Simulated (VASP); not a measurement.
# Li2S3 in VASP: notebook

Runs on Li2S3. Level: PBE. Tasks: single point, relaxation of cell and atoms.

Program: VASP 6.6.1. These are calculated values, not measurements. Logs are shortened: lines on timing, memory, paths and dates and some standing lists are left out, and cuts for length are marked.

### Step 1. The cell of the first run

It takes space group P31m (No. 157, trigonal). The conventional cell has a = 4.952 Å, b = 4.952 Å, c = 3.811 Å, α = 90.00°, β = 90.00°, γ = 120.00°. Li (site symmetry 3) has 6 S at 2.61 to 2.62 Å and 3 Li at 2.86 Å within 3.4 Å. Within 3.2 Å of S (site symmetry m) lie 6 S at 2.43 to 3.10 Å and 4 Li at 2.61 to 2.62 Å.

The cell was generated, and may not be a known phase.

### Step 2. Single point, PBE

INCAR

```
SYSTEM = Li2S3
PREC     = Accurate       ! precision mode
ENCUT    = 520            ! plane-wave cutoff, eV
EDIFF    = 1E-7           ! SCF threshold, eV
ISMEAR   = 0              ! smearing method
SIGMA    = 0.1            ! smearing width, eV
LREAL    = .False.        ! projectors in reciprocal space
LASPH    = .True.         ! aspherical terms in the spheres
NELM     = 100            ! most SCF steps
ALGO     = Normal         ! electronic algorithm
ISIF     = 2              ! what is computed and relaxed
LWAVE    = .False.        ! write WAVECAR
LCHARG   = .False.        ! write CHGCAR
GGA      = PE             ! functional
NBANDS   = 20             ! bands
```

KPOINTS

```
Automatic mesh
0
Gamma
  6 6 4
  0 0 0
```

POSCAR

```
Li2S3
1.0
    4.9523954025      0.0000000000      0.0000000000
   -2.4761977013      4.2889002282      0.0000000000
    0.0000000000      0.0000000000      3.8110719288
Li S
2 3
Direct
    0.6666666667      0.3333333333      0.8625868631
    0.3333333333      0.6666666667      0.8625868631
    0.7170452764      0.0000000000      0.3607680376
    0.2829547236      0.2829547236      0.3607680376
    0.0000000000      0.7170452764      0.3607680376
```

Potentials or basis: VASP PAW PBE potentials, release 64 (Li_sv, S).

Started as:

```
> cat potpaw_PBE.64/Li_sv/POTCAR potpaw_PBE.64/S/POTCAR > POTCAR
> mpirun -np 1 vasp_std > vasp.out
```

OUTCAR:

```text
SYSTEM = Li2S3
   PREC = Accurate
   ENCUT = 520
   EDIFF = 1E-7
   ISMEAR = 0
   LREAL = .False.
   LASPH = .True.
   NELM = 100
   ISIF = 2
   GGA = PE

 ion  position               nearest neighbor table
   1  0.667  0.333  0.863-   3 2.61   5 2.61   4 2.61   3 2.62   5 2.62   4 2.62
   2  0.333  0.667  0.863-   5 2.61   3 2.61   4 2.61   5 2.62   3 2.62   4 2.62
   3  0.717  0.000  0.361-   4 2.43   5 2.43   1 2.61   2 2.61   1 2.62   2 2.62
   4  0.283  0.283  0.361-   3 2.43   5 2.43   1 2.61   2 2.61   1 2.62   2 2.62
   5  0.000  0.717  0.361-   3 2.43   4 2.43   2 2.61   1 2.61   2 2.62   1 2.62

  LATTYP: Found a hexagonal cell.
 ALAT       =     4.9523954025
 C/A-ratio  =     0.7695411249

  Lattice vectors:

 A1 = (   4.9523954025,   0.0000000000,   0.0000000000)
 A2 = (  -2.4761977013,   4.2889002282,   0.0000000000)
 A3 = (   0.0000000000,   0.0000000000,   3.8110719288)

Analysis of symmetry for initial positions (statically):
=====================================================================
 Subroutine PRICEL returns:
 Original cell was already a primitive cell.

 Routine SETGRP: Setting up the symmetry group for a
 hexagonal supercell.

 Subroutine GETGRP returns: Found  6 space group operations
 (whereof  6 operations were pure point group operations)
 out of a pool of 24 trial point group operations.

The static configuration has the point symmetry C_3v.

Analysis of symmetry for dynamics (positions and initial velocities):
=====================================================================
 Subroutine PRICEL returns:
 Original cell was already a primitive cell.

 Routine SETGRP: Setting up the symmetry group for a
 hexagonal supercell.

 Subroutine GETGRP returns: Found  6 space group operations
 (whereof  6 operations were pure point group operations)
 out of a pool of 24 trial point group operations.

The dynamic configuration has the point symmetry C_3v.

 Subroutine INISYM returns: Found  6 space group operations
 (whereof  6 operations are pure point group operations),
 and found     1 'primitive' translations

----------------------------------------------------------------------------------------

                                     Primitive cell

  volume of cell :      80.9484

  direct lattice vectors                    reciprocal lattice vectors
     4.952395402  0.000000000  0.000000000     0.201922488  0.116580003  0.000000000
    -2.476197701  4.288900228  0.000000000     0.000000000  0.233160005  0.000000000
     0.000000000  0.000000000  3.811071929     0.000000000  0.000000000  0.262393368

  length of vectors
     4.952395402  4.952395403  3.811071929     0.233160005  0.233160005  0.262393368

  position of ions in fractional coordinates (direct lattice)
     0.666666667  0.333333333  0.862586863
     0.333333333  0.666666667  0.862586863
     0.717045276  0.000000000  0.360768038
     0.282954724  0.282954724  0.360768038
     0.000000000  0.717045276  0.360768038

  ion indices of the primitive-cell ions
   primitive index   ion index
                 1           1
                 2           2
                 3           3
                 4           4
                 5           5

----------------------------------------------------------------------------------------

 KPOINTS: Automatic mesh

Automatic generation of k-mesh.
 Grid dimensions read from file:
 generate k-points for:    6    6    4

 Generating k-lattice:

  Cartesian coordinates                     Fractional coordinates (reciprocal lattice)
     0.033653748  0.019430000  0.000000000     0.166666667  0.000000000  0.000000000
     0.000000000  0.038860001  0.000000000     0.000000000  0.166666667  0.000000000
     0.000000000  0.000000000  0.065598342     0.000000000  0.000000000  0.250000000

  Length of vectors
     0.038860001  0.038860001  0.065598342

  Shift w.r.t. Gamma in fractional coordinates (k-lattice)
     0.000000000  0.000000000  0.000000000

 Subroutine IBZKPT returns following result:
 ===========================================

 Found     24 irreducible k-points:

 Following reciprocal coordinates:
            Coordinates               Weight
  0.000000  0.000000  0.000000      1.000000
  0.166667  0.000000  0.000000      6.000000
  0.333333  0.000000  0.000000      6.000000
  0.500000  0.000000  0.000000      3.000000
  0.166667  0.166667  0.000000      6.000000
  0.333333  0.166667  0.000000     12.000000
[... 16 lines left out ...]
  0.333333  0.166667  0.500000     12.000000
  0.333333  0.333333  0.500000      2.000000
   k-points           NKPTS =     24   k-points in BZ     NKDIM =     24   number of bands    NBANDS=     20
   number of dos      NEDOS =    301   number of ions     NIONS =      5
   total plane-waves  NPLWV =  44800
   dimension x,y,z NGX =    40 NGY =   40 NGZ =   28
   dimension x,y,z NGXF=    80 NGYF=   80 NGZF=   56
   ions per type =               2   3
   NGX,Y,Z   is equivalent  to a cutoff of  13.43, 13.43, 12.21 a.u.
   NGXF,Y,Z  is equivalent  to a cutoff of  26.86, 26.86, 24.43 a.u.
 SYSTEM =  Li2S3
   PREC   = accura    normal or accurate (medium, high low for compatibility)
   ISTART =      0    job   : 0-new  1-cont  2-samecut
   ICHARG =      2    charge: 1-file 2-atom 10-const
   ISPIN  =      1    spin polarized calculation?
   LNONCOLLINEAR =      F non collinear calculations
   LSORBIT =      F    spin-orbit coupling
   LASPH  =      T    aspherical Exc in radial PAW
   ENCUT  =  520.0 eV  38.22 Ry    6.18 a.u.   9.21  9.21  7.09*2*pi/ulx,y,z
   NELM   =    100;   NELMIN=  2; NELMDL= -5     # of ELM steps
   EDIFF  = 0.1E-06   stopping-criterion for ELM
   LREAL  =      F    real-space projection
   EDIFFG = 0.1E-05   stopping-criterion for IOM
   NSW    =      0    number of steps for IOM
   IBRION =     -1    ionic relax: 0-MD 1-quasi-New 2-CG
   NFREE  =      0    steps in history (QN), initial steepest desc. (CG)
   ISIF   =      2    stress and relaxation
   ISYM   =      2    0-nonsym 1-usesym 2-fastsym
   POTIM  = 0.5000    time-step for ionic-motion
   TEBEG  =    0.0;   TEEND  =   0.0 temperature during run
   PSTRESS=    0.0 pullay stress
   NELECT =      24.0000    total number of electrons
   NUPDOWN=      -1.0000    fix difference up-down
   EMIN   =  10.00;   EMAX   =-10.00  energy-range for DOS
   EFERMI =   0.00;   METHOD = LEGACY
   ISMEAR =     0;   SIGMA  =   0.10  broadening in eV -4-tet -1-fermi 0-gaus
   EFERMI_NEDOS =   21; number of points for ismear=-14 and -15
   IALGO  =     38    algorithm
   IMIX   =      4    mixing-type and parameters
     AMIX     =   0.40;   BMIX     =  1.00
     AMIX_MAG =   1.60;   BMIX_MAG =  1.00
  volume/ion in A,a.u.               =      16.19       109.25
  Fermi-wavevector in a.u.,A,eV,Ry     =   1.091631  2.062883 16.213489  1.191658
  Thomas-Fermi vector in A             =   2.227880
   LORBIT       =      0    0 simple, 1 ext, 2 COOP (PROOUT), +10 PAW based schemes
   GGA     = PE    functional components
   LHFCALC =     F    Hartree Fock is set to
   AEXX    =    0.0000 exact exchange contribution
   IVDW    =     0    specifies the selected vdW correction
   LEPSILON=     F    determine dielectric tensor
   LRPA    =     F    only Hartree local field effects (RPA)
 non-spin polarized calculation
 Gauss-broadening in eV      SIGMA  =   0.10
  energy-cutoff  :      520.00
  volume of cell :       80.95
 maximum number of plane-waves:      2205
 NGX is ok and might be reduce to    40
   NGX = 19   NGY = 19   NGZ = 15

 number of electron      23.9999989 magnetization

 Free energy of the ion-electron system (eV)
  ---------------------------------------------------
  ext. energy  EPLUGINS =         0.00000000
  ---------------------------------------------------
  free energy    TOTEN  =       -18.07938065 eV

  energy without entropy =      -18.07361371  energy(sigma->0) =      -18.07649718

 E-fermi :   4.8417     XC(G=0):  -9.4065

 val. band max:        4.7826414768   @ k =   0.3333   0.0000   0.0000
 cond. band min:       4.8877036535   @ k =   0.3333   0.0000   0.2500
 fundamental gap:      0.1050621767
 Fermi energy:         4.8417464751

 k-point     1 :       0.0000    0.0000    0.0000
  band No.  band energies     occupation
      1     -41.4174      2.00000
      2     -41.3982      2.00000
      3     -10.8505      2.00000
      4      -6.6360      2.00000
      5      -6.6360      2.00000
      6      -1.5893      2.00000
[... 12 lines left out ...]
     19      12.2717      0.00000
     20      12.5430      0.00000

 k-point     2 :       0.1667    0.0000    0.0000
  band No.  band energies     occupation
      1     -41.4162      2.00000
      2     -41.3992      2.00000
      3     -10.7132      2.00000
      4      -6.9928      2.00000
      5      -6.7706      2.00000
      6      -1.5430      2.00000
[... 12 lines left out ...]
     19      11.7659      0.00000
     20      12.9476      0.00000

 k-point     3 :       0.3333    0.0000    0.0000
  band No.  band energies     occupation
      1     -41.4133      2.00000
      2     -41.4022      2.00000
      3     -10.3607      2.00000
      4      -7.7458      2.00000
      5      -6.9969      2.00000
      6      -1.6376      2.00000
[... 12 lines left out ...]
     19      12.4075      0.00000
     20      12.6079      0.00000

 k-point     4 :       0.5000    0.0000    0.0000
  band No.  band energies     occupation
      1     -41.4109      2.00000
      2     -41.4045      2.00000
      3     -10.1059      2.00000
      4      -8.1823      2.00000
      5      -7.0950      2.00000
      6      -1.7475      2.00000
[... 12 lines left out ...]
     19      11.6680      0.00000
     20      13.3639      0.00000

 k-point     5 :       0.1667    0.1667    0.0000
  band No.  band energies     occupation
      1     -41.4142      2.00000
      2     -41.4013      2.00000
      3     -10.4647      2.00000
      4      -7.4539      2.00000
      5      -7.0615      2.00000
      6      -1.2510      2.00000
[... 12 lines left out ...]
     19      11.6510      0.00000
     20      12.4521      0.00000

 k-point     6 :       0.3333    0.1667    0.0000
  band No.  band energies     occupation
      1     -41.4110      2.00000
      2     -41.4045      2.00000
      3     -10.1220      2.00000
      4      -7.9900      2.00000
      5      -7.3409      2.00000
      6      -1.1596      2.00000
[... 12 lines left out ...]
     19      11.6238      0.00000
     20      12.5499      0.00000

 k-point     7 :       0.3333    0.3333    0.0000
  band No.  band energies     occupation
      1     -41.4077      2.00000
      2     -41.4077      2.00000
      3      -9.9824      2.00000
      4      -7.8360      2.00000
      5      -7.8360      2.00000
      6      -0.1512      2.00000
[... 12 lines left out ...]
     19      12.1184      0.00000
     20      12.1184      0.00000
[... 277 lines left out ...]
 k-point    20 :       0.3333    0.0000    0.5000
  band No.  band energies     occupation
      1     -41.4127      2.00000
      2     -41.4016      2.00000
      3     -10.1425      2.00000
      4      -7.5250      2.00000
      5      -6.7434      2.00000
      6      -1.4346      2.00000
[... 12 lines left out ...]
     19      13.1318      0.00000
     20      13.7920      0.00000

 k-point    21 :       0.5000    0.0000    0.5000
  band No.  band energies     occupation
      1     -41.4103      2.00000
      2     -41.4040      2.00000
      3      -9.8765      2.00000
      4      -7.9755      2.00000
      5      -6.8416      2.00000
      6      -1.5576      2.00000
[... 12 lines left out ...]
     19      13.0537      0.00000
     20      13.7791      0.00000

 k-point    22 :       0.1667    0.1667    0.5000
  band No.  band energies     occupation
      1     -41.4135      2.00000
      2     -41.4008      2.00000
      3     -10.2503      2.00000
      4      -7.2248      2.00000
      5      -6.8125      2.00000
      6      -1.0200      2.00000
[... 12 lines left out ...]
     19      13.3485      0.00000
     20      13.5354      0.00000

 k-point    23 :       0.3333    0.1667    0.5000
  band No.  band energies     occupation
      1     -41.4104      2.00000
      2     -41.4040      2.00000
      3      -9.8943      2.00000
      4      -7.7755      2.00000
      5      -7.0987      2.00000
      6      -0.9483      2.00000
[... 12 lines left out ...]
     19      12.8880      0.00000
     20      13.5358      0.00000

 k-point    24 :       0.3333    0.3333    0.5000
  band No.  band energies     occupation
      1     -41.4071      2.00000
      2     -41.4071      2.00000
      3      -9.7487      2.00000
      4      -7.6137      2.00000
      5      -7.6137      2.00000
      6      -0.1008      2.00000
[... 12 lines left out ...]
     19      12.7595      0.00000
     20      12.7595      0.00000

------------------------ aborting loop because EDIFF is reached ----------------------------------------

  FORCE on cell =-STRESS in cart. coord.  units (eV):
  Direction    XX          YY          ZZ          XY          YZ          ZX
  --------------------------------------------------------------------------------------
  -------------------------------------------------------------------------------------
  Total        0.0978916      0.0978916     -0.0859450     -0.0000000     -0.0000000      0.0000000
  in kB        1.9375269      1.9375269     -1.7010725     -0.0000000     -0.0000000      0.0000000
  external PRESSURE =       0.7246605 kB  Pullay stress =       0.0000000 kB

 VOLUME and BASIS-vectors are now :
 -----------------------------------------------------------------------------
  energy-cutoff  :      520.00
  volume of cell :       80.95
      direct lattice vectors                 reciprocal lattice vectors
     4.952395402  0.000000000  0.000000000     0.201922488  0.116580003  0.000000000
    -2.476197701  4.288900228  0.000000000     0.000000000  0.233160005  0.000000000
     0.000000000  0.000000000  3.811071929     0.000000000  0.000000000  0.262393368

 POSITION                                       TOTAL-FORCE (eV/Angst)
 -----------------------------------------------------------------------------------
      2.47620      1.42963      3.28738         0.000000     -0.000000     -0.016472
     -0.00000      2.85927      3.28738         0.000000      0.000000     -0.016472
      3.55109      0.00000      1.37491         0.009109     -0.000000      0.010981
      0.70065      1.21356      1.37491        -0.004555     -0.007889      0.010981
     -1.77555      3.07534      1.37491        -0.004555      0.007889      0.010981
 -----------------------------------------------------------------------------------
    total drift:                               -0.000000     -0.000000     -0.000321

  FREE ENERGIE OF THE ION-ELECTRON SYSTEM (eV)
  ---------------------------------------------------
  free  energy   TOTEN  =       -18.0793806507 eV

  energy  without entropy=      -18.0736137071  energy(sigma->0) =      -18.07649718
```

It took 64 s on 1 thread of Oxide Virtual Turin-like, shared host; peak memory 0.16 GiB.

What came out:

- Free energy: -18.0794 eV
- Largest force: 0.016 eV/Å
- Band gap on the k mesh: zero (bands 12 and 13 overlap by 0.72 eV)

Forces on the atoms (eV/Å):
```
Li   0.000  0.000 -0.016
Li   0.000  0.000 -0.016
S    0.009  0.000  0.011
S   -0.005 -0.008  0.011
S   -0.005  0.008  0.011
```

Levels at points of the mesh, in eV from the Fermi level:
| k point | band 8 | band 9 | band 10 | band 11 | band 12 | band 13 | band 14 | band 15 | band 16 | band 17 |
| --- | --- | --- | --- | --- | --- | --- | --- | --- | --- | --- |
| (0.00, 0.00, 0.00) | -5.13 | -4.05 | -3.03 | -0.78 | -0.78 | 2.61 | 2.64 | 2.64 | 6.53 | 6.53 |
| (0.50, 0.00, 0.00) | -3.07 | -2.90 | -2.19 | -1.17 | -1.03 | 0.35 | 0.46 | 3.42 | 4.53 | 5.18 |
| (0.00, 0.00, 0.50) | -4.73 | -4.73 | -3.13 | -2.51 | -2.51 | 2.77 | 2.77 | 3.42 | 3.42 | 4.88 |
| (0.50, 0.00, 0.50) | -3.93 | -3.50 | -3.00 | -2.65 | -1.01 | 0.76 | 0.82 | 3.09 | 5.98 | 6.57 |

Caveat: the k points lie up to 0.41 Å⁻¹ apart, too coarse for converged energies and pressures of a metal; the cutoff is under 1.25 times the usual one of these potentials, so pressure, stress and relaxed cells hold a basis-set (Pulay) error.

### Step 3. Single point, PBE

INCAR

```
SYSTEM = Li2S3
ALGO = Fast
EDIFF = 1E-6
ENCUT = 520
GGA = PE
ISIF = 2
ISMEAR = 0
LASPH = .TRUE.
LCHARG = .FALSE.
LREAL = .FALSE.
LWAVE = .FALSE.
NBANDS = 20
NELM = 100
PREC = Accurate
SIGMA = 0.1
```

KPOINTS

```
k-points
0
G
  12 12 10
  0 0 0
```

POSCAR

```
Li2S3
1.0
    4.9606137597      0.0000000000      0.0000000000
   -2.4803068799      4.2960175342      0.0000000000
    0.0000000000      0.0000000000      3.8035867780
Li S
2 3
Direct
    0.6666666667      0.3333333333      0.5000000000
    0.3333333333      0.6666666667      0.5000000000
    0.7160350278      0.0000000000      0.0000000000
    0.2839649722      0.2839649722      0.0000000000
    0.0000000000      0.7160350278      0.0000000000
```

Potentials or basis: VASP PAW PBE potentials, release 64 (Li_sv, S).

Started as:

```
> cat potpaw_PBE.64/Li_sv/POTCAR potpaw_PBE.64/S/POTCAR > POTCAR
> mpirun -np 1 vasp_std > vasp.out
```

Wall time 5.8 min (1 thread of Oxide Virtual Turin-like, shared host); peak memory 0.26 GiB.

Results (log left out):

| Property | Result |
| --- | --- |
| Free energy | -18.0743 eV |
| Largest force | 0.027 eV/Å |
| Band gap on the k mesh | zero (bands 12 and 13 overlap by 0.99 eV) |

Forces in eV/Å, atoms in the order of the input:
```
Li   0.000  0.000  0.000
Li   0.000  0.000  0.000
S    0.027  0.000  0.000
S   -0.014 -0.024  0.000
S   -0.014  0.024  0.000
```

Levels at points of the mesh, in eV from the Fermi level:
```
           k point  band 10  band 11  band 12  band 13  band 14  band 15
(0.00, 0.00, 0.00)    -2.94    -0.66    -0.66     2.69     2.69     2.78
(0.50, 0.00, 0.00)    -2.06    -1.04    -0.93     0.43     0.54     3.58
(0.00, 0.00, 0.50)    -3.04    -2.40    -2.40     2.83     2.83     3.55
(0.50, 0.00, 0.50)    -2.89    -2.52    -0.91     0.84     0.89     3.22
```

Caveat: the cutoff is under 1.25 times the usual one of these potentials, so pressure, stress and relaxed cells hold a basis-set (Pulay) error.

[end of part 1 of 2]

The gap in the log of VASP goes by the Fermi energy; the results here count the filled bands.